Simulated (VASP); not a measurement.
# LaB (Fm-3m) in VASP: notebook

The runs below take LaB through single point, with PBE.

Everything below comes from runs of VASP 6.6.1. Logs are shortened: lines on timing, memory, paths and dates and some standing lists are left out, and cuts for length are marked.

## Step 1: The cell of the first run

Symmetry: Fm-3m, No. 225, cubic system. Conventional cell: a = 5.566 Å, b = 5.566 Å, c = 5.566 Å, α = 90.00°, β = 90.00°, γ = 90.00°. La (site symmetry m-3m) has 6 B at 2.78 Å within 3.7 Å. Within 3.7 Å of B (site symmetry m-3m) lie 6 La at 2.78 Å.

## Step 2: Single point, PBE (21.55 Å³/atom)

INCAR

```
PREC = Accurate
ENCUT = 520
EDIFF = 1E-6
ISMEAR = 0
SIGMA = 0.05
LREAL = False
LASPH = True
NELM = 100
ALGO = Normal
ISIF = 2
LWAVE = False
LCHARG = False
GGA = PE
NBANDS = 14
```

KPOINTS

```
Automatic mesh
0
Gamma
  10 10 10
```

POSCAR

```
LaB
1.0
    0.0000000000      2.7828100412      2.7828100412
    2.7828100412      0.0000000000      2.7828100412
    2.7828100412      2.7828100412      0.0000000000
La B
1 1
Direct
    0.5000000000      0.5000000000      0.5000000000
    0.0000000000      0.0000000000      0.0000000000
```

Potentials or basis: VASP PAW PBE potentials, release 64 (La, B).

The run is started by

```sh
$ cat potpaw_PBE.64/La/POTCAR potpaw_PBE.64/B/POTCAR > POTCAR
$ mpirun -np 1 vasp_std > vasp.out
```

OUTCAR:

```text
PREC = Accurate
   ENCUT = 520
   EDIFF = 1E-6
   ISMEAR = 0
   LREAL = False
   LASPH = True
   NELM = 100
   ISIF = 2
   GGA = PE

 ion  position               nearest neighbor table
   1  0.500  0.500  0.500-   2 2.78   2 2.78   2 2.78   2 2.78   2 2.78   2 2.78
   2  0.000  0.000  0.000-   1 2.78   1 2.78   1 2.78   1 2.78   1 2.78   1 2.78

  LATTYP: Found a face centered cubic cell.
 ALAT       =     5.5656200824

  Lattice vectors:

 A1 = (   0.0000000000,   2.7828100412,   2.7828100412)
 A2 = (   2.7828100412,   0.0000000000,   2.7828100412)
 A3 = (   2.7828100412,   2.7828100412,   0.0000000000)

Analysis of symmetry for initial positions (statically):
=====================================================================
 Subroutine PRICEL returns:
 Original cell was already a primitive cell.

 Routine SETGRP: Setting up the symmetry group for a
 face centered cubic supercell.

 Subroutine GETGRP returns: Found 48 space group operations
 (whereof 48 operations were pure point group operations)
 out of a pool of 48 trial point group operations.

The static configuration has the point symmetry O_h .

Analysis of symmetry for dynamics (positions and initial velocities):
=====================================================================
 Subroutine PRICEL returns:
 Original cell was already a primitive cell.

 Routine SETGRP: Setting up the symmetry group for a
 face centered cubic supercell.

 Subroutine GETGRP returns: Found 48 space group operations
 (whereof 48 operations were pure point group operations)
 out of a pool of 48 trial point group operations.

The dynamic configuration has the point symmetry O_h .

 Subroutine INISYM returns: Found 48 space group operations
 (whereof 48 operations are pure point group operations),
 and found     1 'primitive' translations

----------------------------------------------------------------------------------------

                                     Primitive cell

  volume of cell :      43.1003

  direct lattice vectors                    reciprocal lattice vectors
     0.000000000  2.782810041  2.782810041    -0.179674499  0.179674499  0.179674499
     2.782810041  0.000000000  2.782810041     0.179674499 -0.179674499  0.179674499
     2.782810041  2.782810041  0.000000000     0.179674499  0.179674499 -0.179674499

  length of vectors
     3.935487702  3.935487702  3.935487702     0.311205361  0.311205361  0.311205361

  position of ions in fractional coordinates (direct lattice)
     0.500000000  0.500000000  0.500000000
     0.000000000  0.000000000  0.000000000

  ion indices of the primitive-cell ions
   primitive index   ion index
                 1           1
                 2           2

----------------------------------------------------------------------------------------

 KPOINTS: Automatic mesh

Automatic generation of k-mesh.
 Grid dimensions read from file:
 generate k-points for:   10   10   10

 Generating k-lattice:

  Cartesian coordinates                     Fractional coordinates (reciprocal lattice)
    -0.017967450  0.017967450  0.017967450     0.100000000  0.000000000  0.000000000
     0.017967450 -0.017967450  0.017967450     0.000000000  0.100000000  0.000000000
     0.017967450  0.017967450 -0.017967450     0.000000000  0.000000000  0.100000000

  Length of vectors
     0.031120536  0.031120536  0.031120536

  Shift w.r.t. Gamma in fractional coordinates (k-lattice)
     0.000000000  0.000000000  0.000000000

 Subroutine IBZKPT returns following result:
 ===========================================

 Found     47 irreducible k-points:

 Following reciprocal coordinates:
            Coordinates               Weight
  0.000000  0.000000  0.000000      1.000000
  0.100000  0.000000  0.000000      8.000000
  0.200000  0.000000  0.000000      8.000000
  0.300000  0.000000  0.000000      8.000000
  0.400000  0.000000  0.000000      8.000000
  0.500000  0.000000  0.000000      4.000000
[... 16 lines left out ...]
  0.300000  0.300000  0.000000      6.000000
  0.400000  0.300000  0.000000     24.000000
 [... further k-points ...]
   k-points           NKPTS =     47   k-points in BZ     NKDIM =     47   number of bands    NBANDS=     14
   number of dos      NEDOS =    301   number of ions     NIONS =      2
   total plane-waves  NPLWV =  27000
   dimension x,y,z NGX =    30 NGY =   30 NGZ =   30
   dimension x,y,z NGXF=    60 NGYF=   60 NGZF=   60
   ions per type =               1   1
   NGX,Y,Z   is equivalent  to a cutoff of  12.67, 12.67, 12.67 a.u.
   NGXF,Y,Z  is equivalent  to a cutoff of  25.35, 25.35, 25.35 a.u.
 SYSTEM =  unknown system
   PREC   = accura    normal or accurate (medium, high low for compatibility)
   ISTART =      0    job   : 0-new  1-cont  2-samecut
   ICHARG =      2    charge: 1-file 2-atom 10-const
   ISPIN  =      1    spin polarized calculation?
   LNONCOLLINEAR =      F non collinear calculations
   LSORBIT =      F    spin-orbit coupling
   LASPH  =      T    aspherical Exc in radial PAW
   ENCUT  =  520.0 eV  38.22 Ry    6.18 a.u.   7.32  7.32  7.32*2*pi/ulx,y,z
   NELM   =    100;   NELMIN=  2; NELMDL= -5     # of ELM steps
   EDIFF  = 0.1E-05   stopping-criterion for ELM
   LREAL  =      F    real-space projection
   EDIFFG = 0.1E-04   stopping-criterion for IOM
   NSW    =      0    number of steps for IOM
   IBRION =     -1    ionic relax: 0-MD 1-quasi-New 2-CG
   NFREE  =      0    steps in history (QN), initial steepest desc. (CG)
   ISIF   =      2    stress and relaxation
   ISYM   =      2    0-nonsym 1-usesym 2-fastsym
   POTIM  = 0.5000    time-step for ionic-motion
   TEBEG  =    0.0;   TEEND  =   0.0 temperature during run
   PSTRESS=    0.0 pullay stress
   NELECT =      14.0000    total number of electrons
   NUPDOWN=      -1.0000    fix difference up-down
   EMIN   =  10.00;   EMAX   =-10.00  energy-range for DOS
   EFERMI =   0.00;   METHOD = LEGACY
   ISMEAR =     0;   SIGMA  =   0.05  broadening in eV -4-tet -1-fermi 0-gaus
   EFERMI_NEDOS =   21; number of points for ismear=-14 and -15
   IALGO  =     38    algorithm
   IMIX   =      4    mixing-type and parameters
     AMIX     =   0.40;   BMIX     =  1.00
     AMIX_MAG =   1.60;   BMIX_MAG =  1.00
  volume/ion in A,a.u.               =      21.55       145.43
  Fermi-wavevector in a.u.,A,eV,Ry     =   1.125358  2.126618 17.230828  1.266430
  Thomas-Fermi vector in A             =   2.262034
   LORBIT       =      0    0 simple, 1 ext, 2 COOP (PROOUT), +10 PAW based schemes
   GGA     = PE    functional components
   LHFCALC =     F    Hartree Fock is set to
   AEXX    =    0.0000 exact exchange contribution
   IVDW    =     0    specifies the selected vdW correction
   LEPSILON=     F    determine dielectric tensor
   LRPA    =     F    only Hartree local field effects (RPA)
 non-spin polarized calculation
 Gauss-broadening in eV      SIGMA  =   0.05
  energy-cutoff  :      520.00
  volume of cell :       43.10
 maximum number of plane-waves:      1211
 NGX is ok and might be reduce to    30
   NGX = 15   NGY = 15   NGZ = 15

 number of electron      14.0000000 magnetization

 Free energy of the ion-electron system (eV)
  ---------------------------------------------------
  ext. energy  EPLUGINS =         0.00000000
  ---------------------------------------------------
  free energy    TOTEN  =       -10.42752532 eV

  energy without entropy =      -10.42000984  energy(sigma->0) =      -10.42376758

 E-fermi :   6.9495     XC(G=0): -10.1297

 val. band max:        6.9388222437   @ k =   0.4000   0.3000   0.0000
 cond. band min:       6.9546995043   @ k =  -0.4000   0.3000   0.1000
 fundamental gap:      0.0158772607
 Fermi energy:         6.9495153393

 k-point     1 :       0.0000    0.0000    0.0000
  band No.  band energies     occupation
      1     -24.6102      2.00000
      2      -7.9274      2.00000
      3      -7.9274      2.00000
      4      -7.9274      2.00000
      5       0.4969      2.00000
      6       8.0806      0.00000
      7       8.0806      0.00000
      8       8.0806      0.00000
      9       9.1330      0.00000
     10       9.1330      0.00000
     11       9.1330      0.00000
     12       9.6429      0.00000
     13      10.5395      0.00000
     14      10.5395      0.00000

 k-point     2 :       0.1000    0.0000    0.0000
  band No.  band energies     occupation
      1     -24.5984      2.00000
      2      -8.0552      2.00000
      3      -7.9372      2.00000
      4      -7.9372      2.00000
      5       0.7177      2.00000
      6       7.6135      0.00000
      7       7.7520      0.00000
      8       7.7520      0.00000
      9       9.0215      0.00000
     10       9.2823      0.00000
     11       9.2823      0.00000
     12       9.9484      0.00000
     13      10.4913      0.00000
     14      10.4978      0.00000

 k-point     3 :       0.2000    0.0000    0.0000
  band No.  band energies     occupation
      1     -24.5675      2.00000
      2      -8.3692      2.00000
      3      -7.9626      2.00000
      4      -7.9626      2.00000
      5       1.2963      2.00000
      6       6.6777      2.00000
      7       7.1165      0.00000
      8       7.1165      0.00000
      9       9.0311      0.00000
     10       9.5919      0.00000
     11       9.5919      0.00000
     12      10.2584      0.00000
     13      10.4344      0.00000
     14      10.4344      0.00000

 k-point     4 :       0.3000    0.0000    0.0000
  band No.  band energies     occupation
      1     -24.5288      2.00000
      2      -8.7237      2.00000
      3      -7.9936      2.00000
      4      -7.9936      2.00000
      5       2.0520      2.00000
      6       5.7091      2.00000
      7       6.5385      2.00000
      8       6.5385      2.00000
      9       9.2381      0.00000
     10       9.8505      0.00000
     11       9.8505      0.00000
     12      10.4124      0.00000
     13      10.4142      0.00000
     14      10.4142      0.00000

 k-point     5 :       0.4000    0.0000    0.0000
  band No.  band energies     occupation
      1     -24.4971      2.00000
      2      -8.9893      2.00000
      3      -8.0184      2.00000
      4      -8.0184      2.00000
      5       2.8059      2.00000
      6       4.8596      2.00000
      7       6.1592      2.00000
      8       6.1592      2.00000
      9       9.5588      0.00000
     10       9.9729      0.00000
     11       9.9729      0.00000
[... 276 lines left out ...]
 k-point    22 :      -0.2000    0.2000    0.0000
  band No.  band energies     occupation
      1     -24.5154      2.00000
      2      -8.6582      2.00000
      3      -8.2304      2.00000
      4      -7.9782      2.00000
      5       2.1280      2.00000
      6       5.5097      2.00000
      7       6.3820      2.00000
      8       6.9791      0.40297
      9       9.3687      0.00000
     10       9.6560      0.00000
     11      10.0542      0.00000
     12      10.3204      0.00000
     13      10.3921      0.00000
     14      10.4257      0.00000

 k-point    23 :       0.3000    0.3000    0.0000
  band No.  band energies     occupation
      1     -24.5019      2.00000
      2      -8.6268      2.00000
      3      -8.1823      2.00000
      4      -8.1823      2.00000
      5       1.5107      2.00000
      6       6.0848      2.00000
      7       7.2276      0.00000
      8       7.8866      0.00000
      9       7.8866      0.00000
     10      10.1760      0.00000
     11      10.1760      0.00000
     12      10.1778      0.00000
     13      10.3041      0.00000
     14      10.3496      0.00000

 k-point    24 :       0.4000    0.3000    0.0000
  band No.  band energies     occupation
      1     -24.4768      2.00000
      2      -8.7604      2.00000
      3      -8.2587      2.00000
      4      -8.2210      2.00000
      5       1.4885      2.00000
      6       6.4151      2.00000
      7       6.9388      1.23769
      8       7.7525      0.00000
      9       8.1128      0.00000
     10      10.1331      0.00000
     11      10.1937      0.00000
     12      10.2548      0.00000
     13      10.2857      0.00000
     14      10.3938      0.00000

 [... further k-points ...]

------------------------ aborting loop because EDIFF is reached ----------------------------------------

  FORCE on cell =-STRESS in cart. coord.  units (eV):
  Direction    XX          YY          ZZ          XY          YZ          ZX
  --------------------------------------------------------------------------------------
  -------------------------------------------------------------------------------------
  Total        0.9559202      0.9559202      0.9559202      0.0000000      0.0000000      0.0000000
  in kB       35.5346095     35.5346095     35.5346095      0.0000000      0.0000000      0.0000000
  external PRESSURE =      35.5346095 kB  Pullay stress =       0.0000000 kB

 VOLUME and BASIS-vectors are now :
 -----------------------------------------------------------------------------
  energy-cutoff  :      520.00
  volume of cell :       43.10
      direct lattice vectors                 reciprocal lattice vectors
     0.000000000  2.782810041  2.782810041    -0.179674499  0.179674499  0.179674499
     2.782810041  0.000000000  2.782810041     0.179674499 -0.179674499  0.179674499
     2.782810041  2.782810041  0.000000000     0.179674499  0.179674499 -0.179674499

 POSITION                                       TOTAL-FORCE (eV/Angst)
 -----------------------------------------------------------------------------------
      2.78281      2.78281      2.78281         0.000000     -0.000000      0.000000
      0.00000      0.00000      0.00000        -0.000000      0.000000     -0.000000
 -----------------------------------------------------------------------------------
    total drift:                               -0.000000     -0.000000      0.000000

  FREE ENERGIE OF THE ION-ELECTRON SYSTEM (eV)
  ---------------------------------------------------
  free  energy   TOTEN  =       -10.4275253182 eV

  energy  without entropy=      -10.4200098447  energy(sigma->0) =      -10.42376758
```

Run time: 36 s. Hardware: 1 thread of AMD EPYC 7R13 (Zen 3), shared host; peak memory 0.17 GiB.

What came out:

| Item | Value |
| --- | --- |
| Free energy | -10.4275 eV |
| Pressure | 3.6 GPa |
| Band gap on the k mesh | zero (bands 7 and 8 overlap by 2.05 eV) |

Caveat: the cell stands under pressure; spin-orbit coupling is left out, which moves the levels of the heavy elements.

[end of part 1 of 2]
